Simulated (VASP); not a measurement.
# CoO (P3m1) in VASP: single point with r2SCAN

Aim: the single point of CoO with r2SCAN.

All numbers are computed with VASP 6.6.1; they aren't measurements. Logs are shortened: lines on timing, memory, paths and dates and some standing lists are left out, and cuts for length are marked.

## 1. The cell of the first run

The typed cell holds 4 atoms: a = 3.198 Å, b = 3.198 Å, c = 5.229 Å, α = 90.00°, β = 90.00°, γ = 120.00°.

## 2. Single point, r2SCAN, collinear spin, antiferromagnetic start

Input file POSCAR:

```
CoO
1.0
    3.1976457435      0.0000000000      0.0000000000
   -1.5988228718      2.7692424462      0.0000000000
    0.0000000000      0.0000000000      5.2287097100
Co O
2 2
Direct
    0.0000000000      0.0000000000      0.0034741400
    0.3333333300      0.6666666700      0.5033624100
    0.0000000000      0.0000000000      0.3716088500
    0.3333333300      0.6666666700      0.8715556000
```

Input file INCAR.step1:

```
SYSTEM = CoO
  PREC = Accurate
  ENCUT = 660
  ISMEAR = 0
  SIGMA = 0.1
  LREAL = .False.
  LASPH = .True.
  NELM = 200
  ISPIN = 2
  MAGMOM = -3 3 0 0
  LMAXMIX = 4
  NBANDS = 27
  GGA = PE
  ALGO = Normal
  EDIFF = 1E-5
  LWAVE = .True.
  LCHARG = .False.
  GGA_COMPAT = .False.
```

Input file INCAR.step2:

```
SYSTEM = CoO
  PREC = Accurate
  ENCUT = 660
  EDIFF = 1E-6
  ISMEAR = 0
  SIGMA = 0.1
  LREAL = .False.
  LASPH = .True.
  NELM = 200
  ALGO = Normal
  ISIF = 2
  LWAVE = .False.
  LCHARG = .False.
  ISPIN = 2
  MAGMOM = -3 3 0 0
  LORBIT = 11
  LMAXMIX = 4
  METAGGA = R2SCAN
  LMIXTAU = .True.
  NBANDS = 27
  ISTART = 1
  GGA_COMPAT = .False.
```

Input file KPOINTS:

```
Automatic mesh
0
Gamma
  6 6 4
  0 0 0
```

Potentials or basis: VASP PAW PBE potentials, release 64 (Co, O).

Command:

```console
$ cat potpaw_PBE.64/Co/POTCAR potpaw_PBE.64/O/POTCAR > POTCAR
$ cp INCAR.step1 INCAR
$ mpirun -np 1 vasp_std > vasp.out
$ cp INCAR.step2 INCAR
$ mpirun -np 1 vasp_std > vasp.out
```

OUTCAR:

```text
SYSTEM = CoO
   PREC = Accurate
   ENCUT = 660
   EDIFF = 1E-6
   ISMEAR = 0
   LREAL = .False.
   LASPH = .True.
   NELM = 200
   ISIF = 2
   ISPIN = 2
   LORBIT = 11
   METAGGA = R2SCAN
   ISTART = 1

 ion  position               nearest neighbor table
   1  0.000  0.000  0.003-   3 1.92   4 1.97   4 1.97   4 1.97
   2  0.333  0.667  0.503-   4 1.93   3 1.97   3 1.97   3 1.97
   3  0.000  0.000  0.372-   1 1.92   2 1.97   2 1.97   2 1.97
   4  0.333  0.667  0.872-   2 1.93   1 1.97   1 1.97   1 1.97

  LATTYP: Found a hexagonal cell.
 ALAT       =     3.1976457435
 C/A-ratio  =     1.6351747909

  Lattice vectors:

 A1 = (   3.1976457435,   0.0000000000,   0.0000000000)
 A2 = (  -1.5988228718,   2.7692424462,   0.0000000000)
 A3 = (   0.0000000000,   0.0000000000,   5.2287097100)

Analysis of symmetry for initial positions (statically):
=====================================================================
 Subroutine PRICEL returns:
 Original cell was already a primitive cell.

 Routine SETGRP: Setting up the symmetry group for a
 hexagonal supercell.

 Subroutine GETGRP returns: Found  6 space group operations
 (whereof  6 operations were pure point group operations)
 out of a pool of 24 trial point group operations.

The static configuration has the point symmetry C_3v.

Analysis of symmetry for dynamics (positions and initial velocities):
=====================================================================
 Subroutine PRICEL returns:
 Original cell was already a primitive cell.

 Routine SETGRP: Setting up the symmetry group for a
 hexagonal supercell.

 Subroutine GETGRP returns: Found  6 space group operations
 (whereof  6 operations were pure point group operations)
 out of a pool of 24 trial point group operations.

The dynamic configuration has the point symmetry C_3v.

Analysis of structural, dynamic, and magnetic symmetry:
=====================================================================
 Subroutine PRICEL returns:
 Original cell was already a primitive cell.

 Routine SETGRP: Setting up the symmetry group for a
 hexagonal supercell.

 Subroutine GETGRP returns: Found  6 space group operations
 (whereof  6 operations were pure point group operations)
 out of a pool of 24 trial point group operations.

The overall configuration has the point symmetry C_3v.

 Subroutine INISYM returns: Found  6 space group operations
 (whereof  6 operations are pure point group operations),
 and found     1 'primitive' translations

----------------------------------------------------------------------------------------

                                     Primitive cell

  volume of cell :      46.3005

  direct lattice vectors                    reciprocal lattice vectors
     3.197645743  0.000000000  0.000000000     0.312730077  0.180554794  0.000000000
    -1.598822872  2.769242446  0.000000000     0.000000000  0.361109588  0.000000000
     0.000000000  0.000000000  5.228709710     0.000000000  0.000000000  0.191251773

  length of vectors
     3.197645743  3.197645744  5.228709710     0.361109588  0.361109588  0.191251773

  position of ions in fractional coordinates (direct lattice)
     0.000000000  0.000000000  0.003474140
     0.333333330  0.666666670  0.503362410
     0.000000000  0.000000000  0.371608850
     0.333333330  0.666666670  0.871555600

  ion indices of the primitive-cell ions
   primitive index   ion index
                 1           1
                 2           2
                 3           3
                 4           4

----------------------------------------------------------------------------------------

 KPOINTS: Automatic mesh

Automatic generation of k-mesh.
 Grid dimensions read from file:
 generate k-points for:    6    6    4

 Generating k-lattice:

  Cartesian coordinates                     Fractional coordinates (reciprocal lattice)
     0.052121680  0.030092466  0.000000000     0.166666667 -0.000000000  0.000000000
     0.000000000  0.060184931  0.000000000     0.000000000  0.166666667  0.000000000
     0.000000000  0.000000000  0.047812943     0.000000000  0.000000000  0.250000000

  Length of vectors
     0.060184931  0.060184931  0.047812943

  Shift w.r.t. Gamma in fractional coordinates (k-lattice)
     0.000000000  0.000000000  0.000000000

 Subroutine IBZKPT returns following result:
 ===========================================

 Found     24 irreducible k-points:

 Following reciprocal coordinates:
            Coordinates               Weight
  0.000000  0.000000  0.000000      1.000000
  0.166667  0.000000  0.000000      6.000000
  0.333333  0.000000  0.000000      6.000000
  0.500000  0.000000  0.000000      3.000000
  0.166667  0.166667  0.000000      6.000000
  0.333333  0.166667  0.000000     12.000000
[... 16 lines left out ...]
  0.333333  0.166667  0.500000     12.000000
  0.333333  0.333333  0.500000      2.000000
   k-points           NKPTS =     24   k-points in BZ     NKDIM =     24   number of bands    NBANDS=     27
   number of dos      NEDOS =    301   number of ions     NIONS =      4
   total plane-waves  NPLWV =  37632
   dimension x,y,z NGX =    28 NGY =   28 NGZ =   48
   dimension x,y,z NGXF=    56 NGYF=   56 NGZF=   96
   ions per type =               2   2
   NGX,Y,Z   is equivalent  to a cutoff of  14.56, 14.56, 15.26 a.u.
   NGXF,Y,Z  is equivalent  to a cutoff of  29.11, 29.11, 30.52 a.u.
 SYSTEM =  CoO
   PREC   = accura    normal or accurate (medium, high low for compatibility)
   ISTART =      1    job   : 0-new  1-cont  2-samecut
   ICHARG =      0    charge: 1-file 2-atom 10-const
   ISPIN  =      2    spin polarized calculation?
   LNONCOLLINEAR =      F non collinear calculations
   LSORBIT =      F    spin-orbit coupling
   LASPH  =      T    aspherical Exc in radial PAW
   ENCUT  =  660.0 eV  48.51 Ry    6.96 a.u.   6.70  6.70 10.95*2*pi/ulx,y,z
   NELM   =    200;   NELMIN=  2; NELMDL=  0     # of ELM steps
   EDIFF  = 0.1E-05   stopping-criterion for ELM
   LREAL  =      F    real-space projection
   EDIFFG = 0.1E-04   stopping-criterion for IOM
   NSW    =      0    number of steps for IOM
   IBRION =     -1    ionic relax: 0-MD 1-quasi-New 2-CG
   NFREE  =      0    steps in history (QN), initial steepest desc. (CG)
   ISIF   =      2    stress and relaxation
   ISYM   =      2    0-nonsym 1-usesym 2-fastsym
   POTIM  = 0.5000    time-step for ionic-motion
   TEBEG  =    0.0;   TEEND  =   0.0 temperature during run
   PSTRESS=    0.0 pullay stress
   NELECT =      30.0000    total number of electrons
   NUPDOWN=      -1.0000    fix difference up-down
   EMIN   =  10.00;   EMAX   =-10.00  energy-range for DOS
   EFERMI =   0.00;   METHOD = LEGACY
   ISMEAR =     0;   SIGMA  =   0.10  broadening in eV -4-tet -1-fermi 0-gaus
   EFERMI_NEDOS =   21; number of points for ismear=-14 and -15
   IALGO  =     38    algorithm
   IMIX   =      4    mixing-type and parameters
     AMIX     =   0.40;   BMIX     =  1.00
     AMIX_MAG =   1.60;   BMIX_MAG =  1.00
  volume/ion in A,a.u.               =      11.58        78.11
  Fermi-wavevector in a.u.,A,eV,Ry     =   1.416620  2.677023 27.304329  2.006812
  Thomas-Fermi vector in A             =   2.537935
   LORBIT       =     11    0 simple, 1 ext, 2 COOP (PROOUT), +10 PAW based schemes
   METAGGA = R2SCAN    functional components
   LHFCALC =     F    Hartree Fock is set to
   AEXX    =    0.0000 exact exchange contribution
   IVDW    =     0    specifies the selected vdW correction
   LEPSILON=     F    determine dielectric tensor
   LRPA    =     F    only Hartree local field effects (RPA)
 spin polarized calculation
 Gauss-broadening in eV      SIGMA  =   0.10
  energy-cutoff  :      660.00
  volume of cell :       46.30
 maximum number of plane-waves:      1798
 NGX is ok and might be reduce to    28
   NGX = 13   NGY = 13   NGZ = 21

 number of electron      29.9999999 magnetization       0.0000002

 number of electron      29.9999999 magnetization      -0.0000002

 Free energy of the ion-electron system (eV)
  ---------------------------------------------------
  ext. energy  EPLUGINS =         0.00000000
  ---------------------------------------------------
  free energy    TOTEN  =       -42.89651708 eV

  energy without entropy =      -42.89651708  energy(sigma->0) =      -42.89651708

 E-fermi :   6.1553     XC(G=0): -11.7527

 val. band max:        5.7658306153   @ k =   0.3333   0.3333   0.0000
 cond. band min:       6.5349640310   @ k =   0.0000   0.0000   0.0000
 fundamental gap:      0.7691334157
 Fermi energy:         6.1553357715

 spin component 1

 k-point     1 :       0.0000    0.0000    0.0000
  band No.  band energies     occupation
      1     -14.9088      1.00000
      2     -14.2211      1.00000
      3      -1.0815      1.00000
      4      -0.3041      1.00000
      5      -0.3041      1.00000
      6      -0.0715      1.00000
[... 19 lines left out ...]
     26      21.6701      0.00000
     27      23.1083      0.00000

 k-point     2 :       0.1667    0.0000    0.0000
  band No.  band energies     occupation
      1     -14.7795      1.00000
      2     -14.1590      1.00000
      3      -0.8298      1.00000
      4      -0.5159      1.00000
      5      -0.1990      1.00000
      6       0.0208      1.00000
[... 649 lines left out ...]
     26      20.8429      0.00000
     27      23.3205      0.00000

 k-point    24 :       0.3333    0.3333    0.5000
  band No.  band energies     occupation
      1     -14.2680      1.00000
      2     -13.9627      1.00000
      3      -0.6463      1.00000
      4      -0.5030      1.00000
      5      -0.4920      1.00000
      6       0.0032      1.00000
[... 19 lines left out ...]
     26      21.4981      0.00000
     27      23.9474      0.00000
 Fermi energy:         6.1553357715

 spin component 2

 k-point     1 :       0.0000    0.0000    0.0000
  band No.  band energies     occupation
      1     -14.9074      1.00000
      2     -14.2227      1.00000
      3      -1.0808      1.00000
      4      -0.3002      1.00000
      5      -0.3002      1.00000
      6      -0.0727      1.00000
[... 19 lines left out ...]
     26      21.6695      0.00000
     27      23.1085      0.00000

 k-point     2 :       0.1667    0.0000    0.0000
  band No.  band energies     occupation
      1     -14.7779      1.00000
      2     -14.1607      1.00000
      3      -0.8290      1.00000
      4      -0.5125      1.00000
      5      -0.1953      1.00000
      6       0.0196      1.00000
[... 652 lines left out ...]
 k-point    24 :       0.3333    0.3333    0.5000
  band No.  band energies     occupation
      1     -14.2645      1.00000
      2     -13.9664      1.00000
      3      -0.6464      1.00000
      4      -0.5029      1.00000
      5      -0.4900      1.00000
      6       0.0011      1.00000
[... 19 lines left out ...]
     26      21.4968      0.00000
     27      23.9470      0.00000

------------------------ aborting loop because EDIFF is reached ----------------------------------------

  FORCE on cell =-STRESS in cart. coord.  units (eV):
  Direction    XX          YY          ZZ          XY          YZ          ZX
  --------------------------------------------------------------------------------------
  -------------------------------------------------------------------------------------
  Total        0.0001422      0.0001422     -0.0118792     -0.0000000     -0.0000000     -0.0000000
  in kB        0.0049216      0.0049216     -0.4110652     -0.0000000     -0.0000000     -0.0000000
  external PRESSURE =      -0.1337407 kB  Pullay stress =       0.0000000 kB

 VOLUME and BASIS-vectors are now :
 -----------------------------------------------------------------------------
  energy-cutoff  :      660.00
  volume of cell :       46.30
      direct lattice vectors                 reciprocal lattice vectors
     3.197645743  0.000000000  0.000000000     0.312730077  0.180554794  0.000000000
    -1.598822872  2.769242446  0.000000000     0.000000000  0.361109588  0.000000000
     0.000000000  0.000000000  5.228709710     0.000000000  0.000000000  0.191251773

 POSITION                                       TOTAL-FORCE (eV/Angst)
 -----------------------------------------------------------------------------------
      0.00000      0.00000      0.01817         0.000000     -0.000000     -0.009062
     -0.00000      1.84616      2.63194        -0.000000     -0.000000      0.000702
      0.00000      0.00000      1.94303        -0.000000     -0.000000      0.003061
     -0.00000      1.84616      4.55711         0.000000      0.000000      0.005299
 -----------------------------------------------------------------------------------
    total drift:                                0.000018     -0.000011     -0.014029

  FREE ENERGIE OF THE ION-ELECTRON SYSTEM (eV)
  ---------------------------------------------------
  free  energy   TOTEN  =       -42.8965170768 eV

  energy  without entropy=      -42.8965170763  energy(sigma->0) =      -42.89651708

 total charge

# of ion       s       p       d       tot
------------------------------------------
    1        0.354   0.451   7.161   7.966
    2        0.354   0.452   7.161   7.966
    3        1.549   3.498   0.000   5.047
    4        1.549   3.497   0.000   5.047
--------------------------------------------------
tot          3.807   7.898  14.322  26.026

 magnetization (x)

# of ion       s       p       d       tot
------------------------------------------
    1       -0.018  -0.053  -2.454  -2.524
    2        0.018   0.053   2.454   2.524
    3        0.011   0.116   0.000   0.127
    4       -0.011  -0.116   0.000  -0.127
--------------------------------------------------
tot          0.000  -0.000   0.000   0.000
```

It took 12 min on 1 thread of AMD EPYC 7R13, shared host; peak memory 0.24 GiB.

What came out:

```
Free energy                                           : -42.8965 eV
Pressure                                              : 0.0 GPa
Largest force                                         : 0.009 eV/Å
Band gap on the k mesh                                : 0.77 eV (least direct gap 0.92 eV)
Net moment                                            : 0.00 μB per cell
Site moments                                          : Co -2.52, +2.52; O +0.13, -0.13 μB
Valence electrons inside the program's atomic spheres : Co 7.97; O 5.05
```

Forces on the atoms (eV/Å):
```
Co   0.000  0.000 -0.009
Co   0.000  0.000  0.001
O    0.000  0.000  0.003
O    0.000  0.000  0.005
```

Caveat: the PAW data sets were made with another functional, which shifts forces and pressure a little. A k mesh can miss the band edges.
